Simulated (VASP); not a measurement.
# SnO (P4/nmm) in VASP: further runs

SnO is run at these levels: RPBE, revPBE, revPBE+D4; tasks: relaxation of cell and atoms, single point.

All numbers are computed with VASP 6.6.1; they aren't measurements. Logs are shortened: lines on timing, memory, paths and dates and some standing lists are left out, and cuts for length are marked.

## Step 1: The cell of the first run

The structure is tetragonal, space group P4/nmm (No. 129). Conventional cell: a = 3.814 Å, b = 3.814 Å, c = 4.887 Å, α = 90.00°, β = 90.00°, γ = 90.00°. Within 2.9 Å of Sn (site symmetry 4mm) lie 4 O at 2.23 Å. O (site symmetry -4m2) has 4 Sn at 2.23 Å and 4 O at 2.70 Å within 2.9 Å.

## Step 2: Relaxation of cell and atoms, RPBE

INCAR

```
PREC = Accurate
ENCUT = 600
EDIFF = 1E-6
ISMEAR = -1
SIGMA = 0.05
LREAL = F
LASPH = T
NELM = 100
ALGO = Normal
ISIF = 3
LWAVE = F
LCHARG = F
GGA = RP
IBRION = 2
NSW = 60
EDIFFG = -0.01
```

KPOINTS

```
regular mesh
0
Gamma
  7 7 6
```

POSCAR

```
SnO
1.0
    3.8136952200      0.0000000000      0.0000000000
    0.0000000000      3.8136952200      0.0000000000
    0.0000000000      0.0000000000      4.8869133000
Sn O
2 2
Direct
    0.5000000000      0.0000000000      0.7646261400
    0.0000000000      0.5000000000      0.2353738600
    0.0000000000      0.0000000000      0.0000000000
    0.5000000000      0.5000000000      0.0000000000
```

Potentials or basis: VASP PAW PBE potentials, release 64 (Sn_d, O).

Command:

```sh
cat potpaw_PBE.64/Sn_d/POTCAR potpaw_PBE.64/O/POTCAR > POTCAR
mpirun -np 1 vasp_std > vasp.out
```

OUTCAR:

```text
PREC = Accurate
   ENCUT = 600
   EDIFF = 1E-6
   ISMEAR = -1
   LREAL = F
   LASPH = T
   NELM = 100
   ISIF = 3
   GGA = RP
   IBRION = 2
   NSW = 60
   EDIFFG = -0.01

 ion  position               nearest neighbor table
   1  0.500  0.000  0.765-   3 2.23   4 2.23   4 2.23   3 2.23   2 3.54   2 3.54   2 3.54   2 3.54
                             2 3.74   2 3.74   2 3.74   2 3.74
   2  0.000  0.500  0.235-   3 2.23   4 2.23   3 2.23   4 2.23   1 3.54   1 3.54   1 3.54   1 3.54
                             1 3.74   1 3.74   1 3.74   1 3.74
   3  0.000  0.000  0.000-   1 2.23   2 2.23   2 2.23   1 2.23
   4  0.500  0.500  0.000-   1 2.23   2 2.23   1 2.23   2 2.23

  LATTYP: Found a simple tetragonal cell.
 ALAT       =     3.8136952200
 C/A-ratio  =     1.2814116016

  Lattice vectors:

 A1 = (   3.8136952200,   0.0000000000,   0.0000000000)
 A2 = (   0.0000000000,   3.8136952200,   0.0000000000)
 A3 = (   0.0000000000,   0.0000000000,   4.8869133000)

Analysis of symmetry for initial positions (statically):
=====================================================================
 Subroutine PRICEL returns:
 Original cell was already a primitive cell.

 Routine SETGRP: Setting up the symmetry group for a
 simple tetragonal supercell.

 Subroutine GETGRP returns: Found 16 space group operations
 (whereof  8 operations were pure point group operations)
 out of a pool of 16 trial point group operations.

The static configuration has the point symmetry D_2d.
 The point group associated with its full space group is D_4h.

Analysis of symmetry for dynamics (positions and initial velocities):
=====================================================================
 Subroutine PRICEL returns:
 Original cell was already a primitive cell.

 Routine SETGRP: Setting up the symmetry group for a
 simple tetragonal supercell.

 Subroutine GETGRP returns: Found 16 space group operations
 (whereof  8 operations were pure point group operations)
 out of a pool of 16 trial point group operations.

The dynamic configuration has the point symmetry D_2d.
 The point group associated with its full space group is D_4h.

 Subroutine INISYM returns: Found 16 space group operations
 (whereof  8 operations are pure point group operations),
 and found     1 'primitive' translations

----------------------------------------------------------------------------------------

                                     Primitive cell

  volume of cell :      71.0766

  direct lattice vectors                    reciprocal lattice vectors
     3.813695220  0.000000000  0.000000000     0.262212878  0.000000000  0.000000000
     0.000000000  3.813695220  0.000000000     0.000000000  0.262212878  0.000000000
     0.000000000  0.000000000  4.886913300     0.000000000  0.000000000  0.204628144

  length of vectors
     3.813695220  3.813695220  4.886913300     0.262212878  0.262212878  0.204628144

  position of ions in fractional coordinates (direct lattice)
     0.500000000  0.000000000  0.764626140
     0.000000000  0.500000000  0.235373860
     0.000000000  0.000000000  0.000000000
     0.500000000  0.500000000  0.000000000

  ion indices of the primitive-cell ions
   primitive index   ion index
                 1           1
                 2           2
                 3           3
                 4           4

----------------------------------------------------------------------------------------

 KPOINTS: regular mesh

Automatic generation of k-mesh.
 Grid dimensions read from file:
 generate k-points for:    7    7    6

 Generating k-lattice:

  Cartesian coordinates                     Fractional coordinates (reciprocal lattice)
     0.037458983  0.000000000  0.000000000     0.142857143  0.000000000  0.000000000
     0.000000000  0.037458983  0.000000000     0.000000000  0.142857143  0.000000000
     0.000000000  0.000000000  0.034104691     0.000000000  0.000000000  0.166666667

  Length of vectors
     0.037458983  0.037458983  0.034104691

  Shift w.r.t. Gamma in fractional coordinates (k-lattice)
     0.000000000  0.000000000  0.000000000

 Subroutine IBZKPT returns following result:
 ===========================================

 Found     40 irreducible k-points:

 Following reciprocal coordinates:
            Coordinates               Weight
  0.000000  0.000000  0.000000      1.000000
  0.142857  0.000000  0.000000      4.000000
  0.285714  0.000000  0.000000      4.000000
  0.428571  0.000000  0.000000      4.000000
  0.142857  0.142857  0.000000      4.000000
  0.285714  0.142857  0.000000      8.000000
[... 16 lines left out ...]
  0.285714  0.000000  0.333333      8.000000
  0.428571  0.000000  0.333333      8.000000
 [... further k-points ...]
   k-points           NKPTS =     40   k-points in BZ     NKDIM =     40   number of bands    NBANDS=     24
   number of dos      NEDOS =    301   number of ions     NIONS =      4
   total plane-waves  NPLWV =  36000
   dimension x,y,z NGX =    30 NGY =   30 NGZ =   40
   dimension x,y,z NGXF=    60 NGYF=   60 NGZF=   80
   ions per type =               2   2
   NGX,Y,Z   is equivalent  to a cutoff of  13.08, 13.08, 13.61 a.u.
   NGXF,Y,Z  is equivalent  to a cutoff of  26.16, 26.16, 27.21 a.u.
 SYSTEM =  unknown system
   PREC   = accura    normal or accurate (medium, high low for compatibility)
   ISTART =      0    job   : 0-new  1-cont  2-samecut
   ICHARG =      2    charge: 1-file 2-atom 10-const
   ISPIN  =      1    spin polarized calculation?
   LNONCOLLINEAR =      F non collinear calculations
   LSORBIT =      F    spin-orbit coupling
   LASPH  =      T    aspherical Exc in radial PAW
   ENCUT  =  600.0 eV  44.10 Ry    6.64 a.u.   7.62  7.62  9.76*2*pi/ulx,y,z
   NELM   =    100;   NELMIN=  2; NELMDL= -5     # of ELM steps
   EDIFF  = 0.1E-05   stopping-criterion for ELM
   LREAL  =      F    real-space projection
   EDIFFG = -.1E-01   stopping-criterion for IOM
   NSW    =     60    number of steps for IOM
   IBRION =      2    ionic relax: 0-MD 1-quasi-New 2-CG
   NFREE  =      1    steps in history (QN), initial steepest desc. (CG)
   ISIF   =      3    stress and relaxation
   ISYM   =      2    0-nonsym 1-usesym 2-fastsym
   POTIM  = 0.5000    time-step for ionic-motion
   TEBEG  =    0.0;   TEEND  =   0.0 temperature during run
   PSTRESS=    0.0 pullay stress
   NELECT =      40.0000    total number of electrons
   NUPDOWN=      -1.0000    fix difference up-down
   EMIN   =  10.00;   EMAX   =-10.00  energy-range for DOS
   EFERMI =   0.00;   METHOD = LEGACY
   ISMEAR =    -1;   SIGMA  =   0.05  broadening in eV -4-tet -1-fermi 0-gaus
   EFERMI_NEDOS =   21; number of points for ismear=-14 and -15
   IALGO  =     38    algorithm
   IMIX   =      4    mixing-type and parameters
     AMIX     =   0.40;   BMIX     =  1.00
     AMIX_MAG =   1.60;   BMIX_MAG =  1.00
  volume/ion in A,a.u.               =      17.77       119.91
  Fermi-wavevector in a.u.,A,eV,Ry     =   1.351614  2.554180 24.855939  1.826860
  Thomas-Fermi vector in A             =   2.479021
   LORBIT       =      0    0 simple, 1 ext, 2 COOP (PROOUT), +10 PAW based schemes
   GGA     = RP    functional components
   LHFCALC =     F    Hartree Fock is set to
   AEXX    =    0.0000 exact exchange contribution
   IVDW    =     0    specifies the selected vdW correction
   LEPSILON=     F    determine dielectric tensor
   LRPA    =     F    only Hartree local field effects (RPA)
 conjugate gradient relaxation of ions
 non-spin polarized calculation
  energy-cutoff  :      600.00
  volume of cell :       71.08
 maximum number of plane-waves:      2399
   NGX = 15   NGY = 15   NGZ = 19

--------------------------------------- Ionic step        1  -------------------------------------------

 number of electron      40.0000019 magnetization

 Free energy of the ion-electron system (eV)
  ---------------------------------------------------
  ext. energy  EPLUGINS =         0.00000000
  ---------------------------------------------------
  free energy    TOTEN  =       -21.14637849 eV

  energy without entropy =      -21.14609564  energy(sigma->0) =      -21.14623706

------------------------ aborting loop because EDIFF is reached ----------------------------------------

  FORCE on cell =-STRESS in cart. coord.  units (eV):
  Direction    XX          YY          ZZ          XY          YZ          ZX
  --------------------------------------------------------------------------------------
  -------------------------------------------------------------------------------------
  Total        3.0247752      3.0247752      2.4211194      0.0000000      0.0000000      0.0000000
  in kB       68.1831538     68.1831538     54.5758100      0.0000000      0.0000000      0.0000000
  external PRESSURE =      63.6473725 kB  Pullay stress =       0.0000000 kB
[... 95 lines left out ...]
  FREE ENERGIE OF THE ION-ELECTRON SYSTEM (eV)
  ---------------------------------------------------
  free  energy   TOTEN  =       -21.2310171172 eV

  energy  without entropy=      -21.2309032614  energy(sigma->0) =      -21.23096019

[... ionic steps 4 to 10 ...]

--------------------------------------- Ionic step       11  -------------------------------------------

 number of electron      39.9999981 magnetization

------------------------ aborting loop because EDIFF is reached ----------------------------------------

  FORCE on cell =-STRESS in cart. coord.  units (eV):
  Direction    XX          YY          ZZ          XY          YZ          ZX
  --------------------------------------------------------------------------------------
  -------------------------------------------------------------------------------------
  Total        0.0723373      0.0723373     -0.0218331      0.0000000      0.0000000      0.0000000
  in kB        1.3828141      1.3828141     -0.4173660      0.0000000      0.0000000      0.0000000
  external PRESSURE =       0.7827541 kB  Pullay stress =       0.0000000 kB
[... 61 lines left out ...]
  energy  without entropy=      -21.2731934239  energy(sigma->0) =      -21.27319346

--------------------------------------- Ionic step       13  -------------------------------------------

 number of electron      39.9999981 magnetization

 Free energy of the ion-electron system (eV)
  ---------------------------------------------------
  ext. energy  EPLUGINS =         0.00000000
  ---------------------------------------------------
  free energy    TOTEN  =       -21.27327161 eV

  energy without entropy =      -21.27327155  energy(sigma->0) =      -21.27327158

 E-fermi :   5.7654     XC(G=0):  -9.0278

 val. band max:        5.0998577109   @ k =   0.0000   0.0000   0.0000
 cond. band min:       6.4448741057   @ k =   0.4286   0.4286   0.0000
 fundamental gap:      1.3450163948
 Fermi energy:         5.7654291890

 k-point     1 :       0.0000    0.0000    0.0000
  band No.  band energies     occupation
      1     -16.4515      2.00000
      2     -16.1417      2.00000
      3     -16.1269      2.00000
      4     -16.1269      2.00000
      5     -16.1158      2.00000
      6     -16.0913      2.00000
[... 637 lines left out ...]
     23      10.5852      0.00000
     24      10.6204      0.00000

 [... further k-points ...]

------------------------ aborting loop because EDIFF is reached ----------------------------------------

  FORCE on cell =-STRESS in cart. coord.  units (eV):
  Direction    XX          YY          ZZ          XY          YZ          ZX
  --------------------------------------------------------------------------------------
  -------------------------------------------------------------------------------------
  Total       -0.0031798     -0.0031798      0.0140602      0.0000000      0.0000000      0.0000000
  in kB       -0.0606919     -0.0606919      0.2683634      0.0000000      0.0000000      0.0000000
  external PRESSURE =       0.0489932 kB  Pullay stress =       0.0000000 kB
[... 19 lines left out ...]
  FREE ENERGIE OF THE ION-ELECTRON SYSTEM (eV)
  ---------------------------------------------------
  free  energy   TOTEN  =       -21.2732716123 eV

  energy  without entropy=      -21.2732715485  energy(sigma->0) =      -21.27327158

 reached required accuracy - stopping structural energy minimisation
```

Run time: 5.4 min. Hardware: 1 thread of AMD EPYC 9R45 (Zen 5), shared host; peak memory 0.21 GiB.

What came out:

* Free energy: -21.2733 eV
* Relaxed volume: 20.99 Å³/atom
* Relaxed cell: a = 3.913 Å, b = 3.913 Å, c = 5.481 Å, α = 90.00°, β = 90.00°, γ = 90.00°
* Space group after relaxing (to 0.1 Å): P4/nmm (No. 129)
* Energy gained by relaxing: 31.7 meV/atom
* Ionic steps: 13
* Pressure after relaxing: 0.0 GPa
* Largest force after relaxing: 0.010 eV/Å
* Band gap on the k mesh: 1.34 eV (least direct gap 1.79 eV)

Forces on the atoms (eV/Å):
```
Sn   0.000  0.000 -0.010
Sn   0.000  0.000  0.010
O    0.000  0.000  0.000
O    0.000  0.000  0.000
```

The path:
```tsv
step	energy change (eV)	largest force (eV/Å)	pressure (GPa)	volume (Å³)
1	0.0000	0.6410	6.36	71.08
2	-0.0264	1.0885	-3.57	78.59
3	-0.0846	0.3631	0.42	75.01
4	-0.0951	0.2311	0.29	75.83
5	-0.1013	0.0215	0.10	77.23
6	-0.1071	0.0117	0.09	77.83
7	-0.1192	0.0209	0.18	79.63
8	-0.1258	0.0962	0.55	83.15
9	-0.1046	0.5209	-2.17	87.09
10	-0.1268	0.0164	0.02	83.84
11	-0.1268	0.0119	0.08	83.81
12	-0.1268	0.0134	0.02	83.83
13	-0.1269	0.0096	0.00	83.94
```

Final structure:
```
Sn O
1.0
     3.91350    0.00000    0.00000
     0.00000    3.91350    0.00000
     0.00000    0.00000    5.48086
Sn O
2 2
Direct
  0.50000 0.00000 0.78699
  0.00000 0.50000 0.21301
  0.00000 0.00000 0.00000
  0.50000 0.50000 0.00000
```

Caveat: the volume moved by over 15 % at a fixed basis, so the end points are rough; the PAW data sets were made with another functional, which shifts forces and pressure a little; spin-orbit coupling is left out, which moves the levels of the heavy elements; an odd mesh through Γ misses points on the zone boundary, where band edges can lie.

(Continued in part 2 of 2.)
